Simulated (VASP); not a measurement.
# BF (Cmcm) in VASP: further runs, part 2 of 2

VASP 6.6.1. The steps go on from the part before.

## (4) Single point, PBE, collinear spin

This run uses another cell than the first one, of 12.31 Å³/atom.

Contents of INCAR:

```
SYSTEM = BF
PREC     = Accurate       ! precision mode
ENCUT    = 520            ! plane-wave cutoff, eV
EDIFF    = 1E-6           ! SCF threshold, eV
ISMEAR   = 0              ! smearing method
SIGMA    = 0.1            ! smearing width, eV
LREAL    = .False.        ! projectors in reciprocal space
LASPH    = .True.         ! aspherical terms in the spheres
NELM     = 150            ! most SCF steps
ALGO     = Normal         ! electronic algorithm
ISIF     = 2              ! what is computed and relaxed
LWAVE    = .False.        ! write WAVECAR
LCHARG   = .False.        ! write CHGCAR
ISPIN    = 2              ! spin polarisation
MAGMOM   = 0 0 1 1        ! initial moments
LORBIT   = 11             ! projections on sites
GGA      = PE             ! functional
NBANDS   = 22             ! bands
```

Contents of KPOINTS:

```
regular mesh
0
Gamma
  6 6 6
  0 0 0
```

Contents of POSCAR:

```
BF
1.0
    1.7556349808     -4.5646692807      0.0000000000
    1.7556349808      4.5646692807      0.0000000000
    0.0000000000      0.0000000000      3.0723862206
B F
2 2
Direct
    0.4524890554      0.5475109446      0.2500000000
    0.5475109446      0.4524890554      0.7500000000
    0.3083697713      0.6916302287      0.2500000000
    0.6916302287      0.3083697713      0.7500000000
```

Potentials or basis: VASP PAW PBE potentials, release 64 (B, F).

Command:

```
cat potpaw_PBE.64/B/POTCAR potpaw_PBE.64/F/POTCAR > POTCAR
mpirun -np 1 vasp_std > vasp.out
```

OUTCAR:

```text
SYSTEM = BF
   PREC = Accurate
   ENCUT = 520
   EDIFF = 1E-6
   ISMEAR = 0
   LREAL = .False.
   LASPH = .True.
   NELM = 150
   ISIF = 2
   ISPIN = 2
   LORBIT = 11
   GGA = PE

 ion  position               nearest neighbor table
   1  0.452  0.548  0.250-   3 1.32   2 1.76   2 1.76
   2  0.548  0.452  0.750-   4 1.32   1 1.76   1 1.76
   3  0.308  0.692  0.250-   1 1.32
   4  0.692  0.308  0.750-   2 1.32

  LATTYP: Found a base centered orthorhombic cell.
 ALAT       =     3.5112699616
 B/A-ratio  =     2.6000104410
 C/A-ratio  =     0.8750071211

  Lattice vectors:

 A1 = (   1.7556349808,  -4.5646692807,   0.0000000000)
 A2 = (   1.7556349808,   4.5646692807,   0.0000000000)
 A3 = (   0.0000000000,   0.0000000000,   3.0723862206)

Analysis of symmetry for initial positions (statically):
=====================================================================
 Subroutine PRICEL returns:
 Original cell was already a primitive cell.

 Routine SETGRP: Setting up the symmetry group for a
 base centered orthorhombic supercell.

 Subroutine GETGRP returns: Found  8 space group operations
 (whereof  4 operations were pure point group operations)
 out of a pool of  8 trial point group operations.

The static configuration has the point symmetry C_2h.
 The point group associated with its full space group is D_2h.

Analysis of symmetry for dynamics (positions and initial velocities):
=====================================================================
 Subroutine PRICEL returns:
 Original cell was already a primitive cell.

 Routine SETGRP: Setting up the symmetry group for a
 base centered orthorhombic supercell.

 Subroutine GETGRP returns: Found  8 space group operations
 (whereof  4 operations were pure point group operations)
 out of a pool of  8 trial point group operations.

The dynamic configuration has the point symmetry C_2h.
 The point group associated with its full space group is D_2h.

Analysis of structural, dynamic, and magnetic symmetry:
=====================================================================
 Subroutine PRICEL returns:
[... 167 lines left out ...]
 cond. band min:       0.6569508459   @ k =   0.3333   0.3333   0.1667
 fundamental gap:      0.1428987582
 Fermi energy:         0.6447297019

 spin component 1

 k-point     1 :       0.0000    0.0000    0.0000
  band No.  band energies     occupation
      1     -25.1812      1.00000
      2     -24.6363      1.00000
      3      -8.8209      1.00000
      4      -7.3747      1.00000
      5      -5.6514      1.00000
      6      -5.6324      1.00000
[... 589 lines left out ...]
     21      18.2335      0.00000
     22      19.5259      0.00000

 [... further k-points ...]

 spin component 2

 k-point     1 :       0.0000    0.0000    0.0000
  band No.  band energies     occupation
      1     -25.1812      1.00000
      2     -24.6363      1.00000
      3      -8.8209      1.00000
      4      -7.3747      1.00000
      5      -5.6514      1.00000
      6      -5.6324      1.00000
[... 589 lines left out ...]
     21      18.2335      0.00000
     22      19.5259      0.00000

 [... further k-points ...]

------------------------ aborting loop because EDIFF is reached ----------------------------------------

  FORCE on cell =-STRESS in cart. coord.  units (eV):
  Direction    XX          YY          ZZ          XY          YZ          ZX
  --------------------------------------------------------------------------------------
  -------------------------------------------------------------------------------------
  Total        0.7908577      2.4108824     -0.0142230      0.0000000      0.0000000      0.0000000
  in kB       25.7311729     78.4399408     -0.4627573      0.0000000      0.0000000      0.0000000
  external PRESSURE =      34.5694521 kB  Pullay stress =       0.0000000 kB

 VOLUME and BASIS-vectors are now :
 -----------------------------------------------------------------------------
  energy-cutoff  :      520.00
  volume of cell :       49.24
      direct lattice vectors                 reciprocal lattice vectors
     1.755634981 -4.564669281  0.000000000     0.284797242 -0.109536961  0.000000000
     1.755634981  4.564669281  0.000000000     0.284797242  0.109536961  0.000000000
     0.000000000  0.000000000  3.072386221     0.000000000  0.000000000  0.325479913

 POSITION                                       TOTAL-FORCE (eV/Angst)
 -----------------------------------------------------------------------------------
      1.75563      0.43374      0.76810         0.000000     -0.549714      0.000000
      1.75563     -0.43374      2.30429         0.000000      0.549714      0.000000
      1.75563      1.74946      0.76810         0.000000      0.215036     -0.000000
      1.75563     -1.74946      2.30429         0.000000     -0.215036     -0.000000
 -----------------------------------------------------------------------------------
    total drift:                                0.000000     -0.000000      0.000000

  FREE ENERGIE OF THE ION-ELECTRON SYSTEM (eV)
  ---------------------------------------------------
  free  energy   TOTEN  =       -21.9992795514 eV

  energy  without entropy=      -21.9936574538  energy(sigma->0) =      -21.99646850

 total charge

# of ion       s       p       d       tot
------------------------------------------
    1        0.761   1.198   0.000   1.958
    2        0.761   1.198   0.000   1.958
    3        1.750   4.407   0.000   6.158
    4        1.750   4.407   0.000   6.158
--------------------------------------------------
tot          5.022  11.210   0.000  16.232

 magnetization (x)

# of ion       s       p       d       tot
------------------------------------------
    1        0.000   0.000   0.000   0.000
    2        0.000   0.000   0.000   0.000
    3       -0.000   0.000   0.000   0.000
    4       -0.000   0.000   0.000   0.000
--------------------------------------------------
tot          0.000   0.000   0.000   0.000
```

stdout:

```text
POSCAR found type information on POSCAR B F
 POSCAR found :  2 types and       4 ions
 scaLAPACK will be used
 LDA part: xc-table for (Slater+PW92), standard interpolation
 POSCAR, INCAR and KPOINTS ok, starting setup
 FFT: planning ... GRIDC
 FFT: planning ... GRID_SOFT
 FFT: planning ... GRID
 WAVECAR not read
 entering main loop
```

It took 2.8 min on 1 thread of AMD EPYC 9755, shared host; peak memory 0.2 GiB.

Results:

```
Free energy                                           : -21.9993 eV
Pressure                                              : 3.5 GPa
Largest force                                         : 0.550 eV/Å
Band gap on the k mesh                                : zero (filled and empty bands overlap)
Net moment                                            : 0.00 μB per cell
Valence electrons inside the program's atomic spheres : B 1.96; F 6.16
```

Forces in eV/Å, atoms in the order of the input:
```
B    0.000 -0.550  0.000
B    0.000  0.550  0.000
F    0.000  0.215  0.000
F    0.000 -0.215  0.000
```

Caveat: the stress differs along the axes, from -0 to 8 GPa.

## (5) Single point, PBE, collinear spin

This run uses another cell than the first one, of 12.65 Å³/atom.

Contents of INCAR:

```
SYSTEM = BF
PREC = Accurate
ENCUT = 520
EDIFF = 1E-6
ISMEAR = 0
SIGMA = 0.1
LREAL = .FALSE.
LASPH = .TRUE.
NELM = 150
ALGO = Normal
ISIF = 2
LWAVE = .FALSE.
LCHARG = .TRUE.
ISPIN = 2
MAGMOM = 0 0 1 1
LORBIT = 11
GGA = PE
LELF = .TRUE.
LVHAR = .TRUE.
NBANDS = 22
```

Contents of KPOINTS:

```
regular mesh
0
G
  6 6 6
  0 0 0
```

Contents of POSCAR:

```
BF
1.0
    1.3858628914     -6.3559041348      0.0000000000
    1.3858628914      6.3559041348      0.0000000000
    0.0000000000      0.0000000000      2.8723356546
B F
2 2
Direct
    0.4615970056      0.5384029944      0.2500000000
    0.5384029944      0.4615970056      0.7500000000
    0.3580005098      0.6419994902      0.2500000000
    0.6419994902      0.3580005098      0.7500000000
```

Command:

```
cat potpaw_PBE.64/B/POTCAR potpaw_PBE.64/F/POTCAR > POTCAR
mpirun -np 1 vasp_std > vasp.out
```

It took 5.6 min on 1 thread of AMD EPYC 9755, shared host; peak memory 0.27 GiB.

It converged, with:

| Quantity | Value |
| --- | --- |
| Free energy | -22.4308 eV |
| Pressure | 0.6 GPa |
| Largest force | 0.289 eV/Å |
| Band gap on the k mesh | zero (filled and empty bands overlap) |
| Net moment | 0.00 μB per cell |
| Valence electrons inside the program's atomic spheres | B 1.97; F 6.14 |

Forces in eV/Å, atoms in the order of the input:
```
B    0.000 -0.289  0.000
B    0.000  0.289  0.000
F    0.000  0.285  0.000
F    0.000 -0.285  0.000
```

Stress tensor (GPa, compression positive):
```
-0.29  0.00  0.00
 0.00  2.27  0.00
 0.00  0.00 -0.31
```

Levels at points of the mesh, in eV from the Fermi level:
Spin up:
```
           k point  band 6  band 7  band 8  band 9  band 10  band 11  band 12  band 13  band 14  band 15
(0.00, 0.00, 0.00)   -5.65   -5.31   -5.17   -5.16     0.88     3.55     4.35     6.54     8.63    10.48
(0.50, 0.00, 0.00)   -6.82   -5.75   -5.40   -5.03    -2.14     1.55     5.87     7.23    10.98    11.49
(0.50, 0.50, 0.00)   -5.61   -5.34   -5.22   -5.12     0.90     3.53     3.60     8.42     8.44     9.64
(0.00, 0.00, 0.50)   -7.69   -5.09   -5.09   -4.24    -4.24     6.60     6.60     7.21     7.21    10.94
(0.50, 0.00, 0.50)   -7.03   -6.72   -6.72   -3.23    -3.23     0.93     0.93    10.37    10.37    11.05
(0.50, 0.50, 0.50)   -7.52   -5.09   -5.09   -4.35    -4.35     6.60     6.60     7.36     7.36    11.22
```
Spin down:
```
           k point  band 6  band 7  band 8  band 9  band 10  band 11  band 12  band 13  band 14  band 15
(0.00, 0.00, 0.00)   -5.65   -5.31   -5.17   -5.16     0.88     3.55     4.35     6.54     8.63    10.48
(0.50, 0.00, 0.00)   -6.82   -5.75   -5.40   -5.03    -2.14     1.55     5.87     7.23    10.98    11.49
(0.50, 0.50, 0.00)   -5.61   -5.34   -5.22   -5.12     0.90     3.53     3.60     8.42     8.44     9.64
(0.00, 0.00, 0.50)   -7.69   -5.09   -5.09   -4.24    -4.24     6.60     6.60     7.21     7.21    10.94
(0.50, 0.00, 0.50)   -7.03   -6.72   -6.72   -3.23    -3.23     0.93     0.93    10.37    10.37    11.05
(0.50, 0.50, 0.50)   -7.52   -5.09   -5.09   -4.35    -4.35     6.60     6.60     7.36     7.36    11.22
```

Caveat: the k points lie up to 0.39 Å⁻¹ apart, too coarse for converged energies and pressures of a metal.

## (6) Summary

```csv
task,spin,cell,k mesh,cutoff (eV),smearing,gap on the mesh (eV),pressure (GPa),moment (μB),largest force (eV/Å)
relaxation of cell and atoms,off,"relaxed from a = 4.716, b = 4.716, c = 2.978 Å, angles 90.0, 90.0, 134.6°, 4 atoms, atomic positions A",6 × 6 × 7,600,gaussian 0.2 eV,1.47,0.0,-,0.05
single point,off,"a = 2.807, b = 5.682, c = 6.737 Å, angles 90.0, 102.0, 90.0°, 8 atoms, atomic positions B",8 × 4 × 8,520,gaussian 0.2 eV,none,0.5,-,0.29
single point,collinear,"a = 4.891, b = 4.891, c = 3.072 Å, angles 90.0, 90.0, 137.9°, 4 atoms, atomic positions C",6 × 6 × 6,520,gaussian 0.1 eV,none,3.5,0.00,0.55
single point,collinear,"a = 6.505, b = 6.505, c = 2.872 Å, angles 90.0, 90.0, 155.4°, 4 atoms, atomic positions D",6 × 6 × 6,520,gaussian 0.1 eV,none,0.6,0.00,0.29
```

Alike in all rows: level PBE; potentials or basis VASP PAW PBE potentials, release 64 (B, F).

Caveats: some runs use coarse meshes; the volume moved by over 15 % at a fixed basis, so the end points are rough (at least some runs); the relaxation stopped at a loose force limit of 0.08 eV/Å, so its end isn't a converged minimum (at least some runs); this functional lacks dispersion, which binds layers or chains, so the pressure and a relaxed spacing across them are unreliable (at least some runs); the stress differs along the axes, from -0 to 8 GPa (at least some runs).

Total energies depend on the potentials used, so only differences within one code and one set of settings carry meaning.

The gap in the log of VASP goes by the Fermi energy; the results here count the filled bands.